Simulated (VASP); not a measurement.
Here is a VASP 6.6.1 calculation.

INCAR

```
SYSTEM = TaN
PREC     = Accurate       ! precision mode
ENCUT    = 520            ! plane-wave cutoff, eV
EDIFF    = 1E-7           ! SCF threshold, eV
ISMEAR   = -1             ! smearing method
SIGMA    = 0.05           ! smearing width, eV
LREAL    = .FALSE.        ! projectors in reciprocal space
LASPH    = .TRUE.         ! aspherical terms in the spheres
NELM     = 100            ! most SCF steps
ALGO     = Normal         ! electronic algorithm
ISIF     = 2              ! what is computed and relaxed
LWAVE    = .FALSE.        ! write WAVECAR
LCHARG   = .FALSE.        ! write CHGCAR
GGA      = CA             ! functional
NBANDS   = 15             ! bands
```

File KPOINTS:

```
regular mesh
0
G
  10 10 10
  0 0 0
```

POSCAR

```
TaN
1.0
    0.0000000000      2.2113230000      2.2113230000
    2.2113230000      0.0000000000      2.2113230000
    2.2113230000      2.2113230000      0.0000000000
Ta N
1 1
Direct
    0.5000000000      0.5000000000      0.5000000000
    0.0000000000      0.0000000000      0.0000000000
```

Potentials or basis: VASP PAW LDA potentials, release 64 (Ta_pv, N).

Launch:

```bash
$ cat potpaw_LDA.64/Ta_pv/POTCAR potpaw_LDA.64/N/POTCAR > POTCAR
$ mpirun -np 1 vasp_std > vasp.out
```

**Question.** Estimate the pressure.

**Answer.** -15.5 GPa.

**Question.** What does it give for the band gap on the k mesh?

**Answer.** Zero (band 8 reaches 11.02 eV, above the bottom of band 9 at 7.11 eV).

Caveat: spin-orbit coupling is left out, which moves the levels of the heavy elements.
